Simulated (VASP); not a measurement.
# WSe2 (P6_3/mmc) in VASP: a series of runs

The runs below take WSe2 through relaxation of cell and atoms, with PBEsol, LDA.

All numbers are computed with VASP 6.6.1; they aren't measurements. Logs are shortened: lines on timing, memory, paths and dates and some standing lists are left out, and cuts for length are marked.

## 1. The cell of the first run

The structure is hexagonal, space group P6_3/mmc (No. 194). Conventional cell: a = 3.290 Å, b = 3.290 Å, c = 12.970 Å, α = 90.00°, β = 90.00°, γ = 120.00°. W (site symmetry -6m2) has 6 Se at 2.53 Å and 6 W at 3.29 Å within 3.3 Å. Within 3.3 Å of Se (site symmetry 3m) lie 3 W at 2.53 Å and 6 Se at 3.29 Å.

## 2. Relaxation of cell and atoms, PBEsol

Input file INCAR:

```
PREC = Accurate ; ENCUT = 600
EDIFF = 1E-7 ; ISMEAR = -1
SIGMA = 0.02 ; LREAL = False
LASPH = True ; NELM = 100
ALGO = Normal ; ISIF = 3
LWAVE = False ; LCHARG = False
GGA = PS ; IBRION = 2
NSW = 80 ; EDIFFG = -0.01
```

Input file KPOINTS:

```
Automatic mesh
0
Gamma
  12 12 2
```

Input file POSCAR:

```
WSe2
1.0
    3.2900000000      0.0000000000      0.0000000000
   -1.6450000000      2.8492235800      0.0000000000
    0.0000000000      0.0000000000     12.9700000000
W Se
2 4
Direct
    0.3333333300      0.6666666700      0.2500000000
    0.6666666700      0.3333333300      0.7500000000
    0.3333333300      0.6666666700      0.6210000000
    0.6666666700      0.3333333300      0.1210000000
    0.3333333300      0.6666666700      0.8790000000
    0.6666666700      0.3333333300      0.3790000000
```

Potentials or basis: VASP PAW PBE potentials, release 64 (W_sv, Se).

Launch:

```console
> cat potpaw_PBE.64/W_sv/POTCAR potpaw_PBE.64/Se/POTCAR > POTCAR
> mpirun -np 1 vasp_std > vasp.out
```

OUTCAR:

```text
PREC = Accurate
   ENCUT = 600
   EDIFF = 1E-7
   ISMEAR = -1
   LREAL = False
   LASPH = True
   NELM = 100
   ISIF = 3
   GGA = PS
   IBRION = 2
   NSW = 80
   EDIFFG = -0.01

 ion  position               nearest neighbor table
   1  0.333  0.667  0.250-   4 2.53   6 2.53   4 2.53   6 2.53   4 2.53   6 2.53
   2  0.667  0.333  0.750-   3 2.53   5 2.53   3 2.53   5 2.53   3 2.53   5 2.53
   3  0.333  0.667  0.621-   2 2.53   2 2.53   2 2.53
   4  0.667  0.333  0.121-   1 2.53   1 2.53   1 2.53
   5  0.333  0.667  0.879-   2 2.53   2 2.53   2 2.53
   6  0.667  0.333  0.379-   1 2.53   1 2.53   1 2.53

  LATTYP: Found a hexagonal cell.
 ALAT       =     3.2900000000
 C/A-ratio  =     3.9422492401

  Lattice vectors:

 A1 = (   3.2900000000,   0.0000000000,   0.0000000000)
 A2 = (  -1.6450000000,   2.8492235800,   0.0000000000)
 A3 = (   0.0000000000,   0.0000000000,  12.9700000000)

Analysis of symmetry for initial positions (statically):
=====================================================================
 Subroutine PRICEL returns:
 Original cell was already a primitive cell.

 Routine SETGRP: Setting up the symmetry group for a
 hexagonal supercell.

 Subroutine GETGRP returns: Found 24 space group operations
 (whereof 12 operations were pure point group operations)
 out of a pool of 24 trial point group operations.

The static configuration has the point symmetry D_3d.
 The point group associated with its full space group is D_6h.

Analysis of symmetry for dynamics (positions and initial velocities):
=====================================================================
 Subroutine PRICEL returns:
 Original cell was already a primitive cell.

 Routine SETGRP: Setting up the symmetry group for a
 hexagonal supercell.

 Subroutine GETGRP returns: Found 24 space group operations
 (whereof 12 operations were pure point group operations)
 out of a pool of 24 trial point group operations.

The dynamic configuration has the point symmetry D_3d.
 The point group associated with its full space group is D_6h.

 Subroutine INISYM returns: Found 24 space group operations
 (whereof 12 operations are pure point group operations),
 and found     1 'primitive' translations

----------------------------------------------------------------------------------------

                                     Primitive cell

  volume of cell :     121.5801

  direct lattice vectors                    reciprocal lattice vectors
     3.290000000  0.000000000  0.000000000     0.303951368  0.175486404  0.000000000
    -1.645000000  2.849223580  0.000000000     0.000000000  0.350972808  0.000000000
     0.000000000  0.000000000 12.970000000     0.000000000  0.000000000  0.077101002

  length of vectors
     3.290000000  3.290000001 12.970000000     0.350972808  0.350972808  0.077101002

  position of ions in fractional coordinates (direct lattice)
     0.333333330  0.666666670  0.250000000
     0.666666670  0.333333330  0.750000000
     0.333333330  0.666666670  0.621000000
     0.666666670  0.333333330  0.121000000
     0.333333330  0.666666670  0.879000000
     0.666666670  0.333333330  0.379000000

  ion indices of the primitive-cell ions
   primitive index   ion index
                 1           1
                 2           2
                 3           3
                 4           4
                 5           5
                 6           6

----------------------------------------------------------------------------------------

 KPOINTS: Automatic mesh

Automatic generation of k-mesh.
 Grid dimensions read from file:
 generate k-points for:   12   12    2

 Generating k-lattice:

  Cartesian coordinates                     Fractional coordinates (reciprocal lattice)
     0.025329281  0.014623867  0.000000000     0.083333333  0.000000000  0.000000000
     0.000000000  0.029247734  0.000000000     0.000000000  0.083333333  0.000000000
     0.000000000  0.000000000  0.038550501     0.000000000  0.000000000  0.500000000

  Length of vectors
     0.029247734  0.029247734  0.038550501

  Shift w.r.t. Gamma in fractional coordinates (k-lattice)
     0.000000000  0.000000000  0.000000000

 Subroutine IBZKPT returns following result:
 ===========================================

 Found     38 irreducible k-points:

 Following reciprocal coordinates:
            Coordinates               Weight
  0.000000  0.000000  0.000000      1.000000
  0.083333  0.000000  0.000000      6.000000
  0.166667  0.000000  0.000000      6.000000
  0.250000  0.000000  0.000000      6.000000
  0.333333  0.000000  0.000000      6.000000
  0.416667 -0.000000  0.000000      6.000000
[... 16 lines left out ...]
  0.250000  0.000000  0.500000      6.000000
  0.333333  0.000000  0.500000      6.000000
 [... further k-points ...]
   k-points           NKPTS =     38   k-points in BZ     NKDIM =     38   number of bands    NBANDS=     31
   number of dos      NEDOS =    301   number of ions     NIONS =      6
   total plane-waves  NPLWV =  84672
   dimension x,y,z NGX =    28 NGY =   28 NGZ =  108
   dimension x,y,z NGXF=    56 NGYF=   56 NGZF=  216
   ions per type =               2   4
   NGX,Y,Z   is equivalent  to a cutoff of  14.15, 14.15, 13.84 a.u.
   NGXF,Y,Z  is equivalent  to a cutoff of  28.30, 28.30, 27.69 a.u.
 SYSTEM =  unknown system
   PREC   = accura    normal or accurate (medium, high low for compatibility)
   ISTART =      0    job   : 0-new  1-cont  2-samecut
   ICHARG =      2    charge: 1-file 2-atom 10-const
   ISPIN  =      1    spin polarized calculation?
   LNONCOLLINEAR =      F non collinear calculations
   LSORBIT =      F    spin-orbit coupling
   LASPH  =      T    aspherical Exc in radial PAW
   ENCUT  =  600.0 eV  44.10 Ry    6.64 a.u.   6.57  6.57 25.90*2*pi/ulx,y,z
   NELM   =    100;   NELMIN=  2; NELMDL= -5     # of ELM steps
   EDIFF  = 0.1E-06   stopping-criterion for ELM
   LREAL  =      F    real-space projection
   EDIFFG = -.1E-01   stopping-criterion for IOM
   NSW    =     80    number of steps for IOM
   IBRION =      2    ionic relax: 0-MD 1-quasi-New 2-CG
   NFREE  =      1    steps in history (QN), initial steepest desc. (CG)
   ISIF   =      3    stress and relaxation
   ISYM   =      2    0-nonsym 1-usesym 2-fastsym
   POTIM  = 0.5000    time-step for ionic-motion
   TEBEG  =    0.0;   TEEND  =   0.0 temperature during run
   PSTRESS=    0.0 pullay stress
   NELECT =      52.0000    total number of electrons
   NUPDOWN=      -1.0000    fix difference up-down
   EMIN   =  10.00;   EMAX   =-10.00  energy-range for DOS
   EFERMI =   0.00;   METHOD = LEGACY
   ISMEAR =    -1;   SIGMA  =   0.02  broadening in eV -4-tet -1-fermi 0-gaus
   EFERMI_NEDOS =   21; number of points for ismear=-14 and -15
   IALGO  =     38    algorithm
   IMIX   =      4    mixing-type and parameters
     AMIX     =   0.40;   BMIX     =  1.00
     AMIX_MAG =   1.60;   BMIX_MAG =  1.00
  volume/ion in A,a.u.               =      20.26       136.74
  Fermi-wavevector in a.u.,A,eV,Ry     =   1.233451  2.330884 20.699914  1.521401
  Thomas-Fermi vector in A             =   2.368180
   LORBIT       =      0    0 simple, 1 ext, 2 COOP (PROOUT), +10 PAW based schemes
   GGA     = PS    functional components
   LHFCALC =     F    Hartree Fock is set to
   AEXX    =    0.0000 exact exchange contribution
   IVDW    =     0    specifies the selected vdW correction
   LEPSILON=     F    determine dielectric tensor
   LRPA    =     F    only Hartree local field effects (RPA)
 conjugate gradient relaxation of ions
 non-spin polarized calculation
  energy-cutoff  :      600.00
  volume of cell :      121.58
 maximum number of plane-waves:      4120
 NGX is ok and might be reduce to    28
   NGX = 13   NGY = 13   NGZ = 51

--------------------------------------- Ionic step        1  -------------------------------------------

 number of electron      51.9999998 magnetization

 Free energy of the ion-electron system (eV)
  ---------------------------------------------------
  ext. energy  EPLUGINS =         0.00000000
  ---------------------------------------------------
  free energy    TOTEN  =       -46.54319734 eV

  energy without entropy =      -46.54319734  energy(sigma->0) =      -46.54319734

------------------------ aborting loop because EDIFF is reached ----------------------------------------

  FORCE on cell =-STRESS in cart. coord.  units (eV):
  Direction    XX          YY          ZZ          XY          YZ          ZX
  --------------------------------------------------------------------------------------
  -------------------------------------------------------------------------------------
  Total       -0.9363138     -0.9363138     -0.0064878      0.0000000      0.0000000      0.0000000
  in kB      -12.3387053    -12.3387053     -0.0854962      0.0000000      0.0000000      0.0000000
  external PRESSURE =      -8.2543022 kB  Pullay stress =       0.0000000 kB
[... 101 lines left out ...]
  FREE ENERGIE OF THE ION-ELECTRON SYSTEM (eV)
  ---------------------------------------------------
  free  energy   TOTEN  =       -46.5468066295 eV

  energy  without entropy=      -46.5468066294  energy(sigma->0) =      -46.54680663

[... ionic steps 4 to 7 ...]

--------------------------------------- Ionic step        8  -------------------------------------------

 number of electron      51.9999999 magnetization

------------------------ aborting loop because EDIFF is reached ----------------------------------------

  FORCE on cell =-STRESS in cart. coord.  units (eV):
  Direction    XX          YY          ZZ          XY          YZ          ZX
  --------------------------------------------------------------------------------------
  -------------------------------------------------------------------------------------
  Total       -0.0394461     -0.0394461      0.0210512      0.0000000      0.0000000      0.0000000
  in kB       -0.5169361     -0.5169361      0.2758733      0.0000000      0.0000000      0.0000000
  external PRESSURE =      -0.2526663 kB  Pullay stress =       0.0000000 kB
[... 65 lines left out ...]
  energy  without entropy=      -46.5507983411  energy(sigma->0) =      -46.55079834

--------------------------------------- Ionic step       10  -------------------------------------------

 number of electron      52.0000001 magnetization

 Free energy of the ion-electron system (eV)
  ---------------------------------------------------
  ext. energy  EPLUGINS =         0.00000000
  ---------------------------------------------------
  free energy    TOTEN  =       -46.55174085 eV

  energy without entropy =      -46.55174085  energy(sigma->0) =      -46.55174085

 E-fermi :   6.5459     XC(G=0): -10.8209

 val. band max:        5.9198290396   @ k =   0.0000   0.0000   0.0000
 cond. band min:       6.9555703138   @ k =   0.1667   0.1667   0.0000
 fundamental gap:      1.0357412743
 Fermi energy:         6.5459426377

 k-point     1 :       0.0000    0.0000    0.0000
  band No.  band energies     occupation
      1     -68.2607      2.00000
      2     -68.2606      2.00000
      3     -32.5213      2.00000
      4     -32.5213      2.00000
      5     -32.3753      2.00000
      6     -32.3753      2.00000
[... 805 lines left out ...]
     30       8.0440      0.00000
     31       9.1612      0.00000

 [... further k-points ...]

------------------------ aborting loop because EDIFF is reached ----------------------------------------

  FORCE on cell =-STRESS in cart. coord.  units (eV):
  Direction    XX          YY          ZZ          XY          YZ          ZX
  --------------------------------------------------------------------------------------
  -------------------------------------------------------------------------------------
  Total       -0.0599019     -0.0599019      0.0508887      0.0000000     -0.0000000     -0.0000000
  in kB       -0.7810265     -0.7810265      0.6635086      0.0000000     -0.0000000     -0.0000000
  external PRESSURE =      -0.2995148 kB  Pullay stress =       0.0000000 kB
[... 21 lines left out ...]
  FREE ENERGIE OF THE ION-ELECTRON SYSTEM (eV)
  ---------------------------------------------------
  free  energy   TOTEN  =       -46.5517408547 eV

  energy  without entropy=      -46.5517408547  energy(sigma->0) =      -46.55174085

 reached required accuracy - stopping structural energy minimisation
```

Run time: 20 min. Hardware: 1 thread of Intel Xeon Platinum 8259CL at 2.50GHz (Skylake/Cascade Lake), shared host; peak memory 0.39 GiB.

What came out:

| Property | Result |
| --- | --- |
| Free energy | -46.5517 eV |
| Relaxed volume | 20.48 Å³/atom |
| Relaxed cell | a = 3.275 Å, b = 3.275 Å, c = 13.227 Å, α = 90.00°, β = 90.00°, γ = 120.00° |
| Space group after relaxing (to 0.05 Å) | P6_3/mmc (No. 194) |
| Energy gained by relaxing | 1.4 meV/atom |
| Ionic steps | 10 |
| Pressure after relaxing | 0.0 GPa |
| Largest force after relaxing | 0.007 eV/Å |
| Band gap on the k mesh | 1.04 eV, indirect (least direct gap 1.58 eV) |

Forces on the atoms (eV/Å):
```
W    0.000  0.000  0.000
W    0.000  0.000  0.000
Se   0.000  0.000 -0.007
Se   0.000  0.000 -0.007
Se   0.000  0.000  0.007
Se   0.000  0.000  0.007
```

Stress tensor (GPa, compression positive):
```
-0.08  0.00  0.00
 0.00 -0.08  0.00
 0.00  0.00  0.07
```

Step by step:
| step | energy change (eV) | largest force (eV/Å) | pressure (GPa) | volume (Å³) |
| --- | --- | --- | --- | --- |
| 1 | 0.0000 | 0.0719 | -0.83 | 121.58 |
| 2 | 0.0008 | 0.1602 | 1.57 | 119.75 |
| 3 | -0.0036 | 0.0367 | 0.29 | 120.71 |
| 4 | -0.0051 | 0.0738 | 0.03 | 120.78 |
| 5 | -0.0052 | 0.0512 | 0.07 | 120.77 |
| 6 | -0.0057 | 0.0473 | 0.06 | 120.92 |
| 7 | -0.0069 | 0.0356 | 0.03 | 121.36 |
| 8 | -0.0083 | 0.0123 | -0.03 | 122.26 |
| 9 | -0.0076 | 0.0348 | -0.07 | 124.05 |
| 10 | -0.0085 | 0.0068 | -0.03 | 122.88 |

Final structure:
```xyz
6
Lattice="3.2752 0.0000 0.0000 -1.6376 2.8364 0.0000 0.0000 0.0000 13.2272" Properties=species:S:1:pos:R:3 pbc="T T T"
W     0.0000    1.8910    3.3068
W     1.6376    0.9455    9.9204
Se    0.0000    1.8910    8.2448
Se    1.6376    0.9455    1.6312
Se    0.0000    1.8910   11.5960
Se    1.6376    0.9455    4.9824
```

Levels at points of the mesh, in eV from the valence-band top:
| k point | band 23 | band 24 | band 25 | band 26 | band 27 | band 28 | band 29 | band 30 |
| --- | --- | --- | --- | --- | --- | --- | --- | --- |
| (0.00, 0.00, 0.00) | -1.39 | -1.18 | -1.08 | 0.00 | 2.79 | 2.79 | 2.82 | 2.82 |
| (0.50, 0.00, 0.00) | -1.34 | -1.22 | -1.19 | -0.99 | 2.27 | 2.30 | 2.41 | 2.76 |
| (0.00, 0.00, 0.50) | -1.41 | -1.41 | -0.24 | -0.24 | 2.79 | 2.79 | 2.79 | 2.79 |
| (0.50, 0.00, 0.50) | -1.27 | -1.27 | -1.09 | -1.09 | 2.28 | 2.28 | 2.62 | 2.62 |

Caveat: the PAW data sets were made with another functional, which shifts forces and pressure a little; spin-orbit coupling is left out, which moves the levels of the heavy elements; this functional lacks dispersion, which binds the layers, so the pressure and a relaxed spacing across them are unreliable.

[end of part 1 of 2]
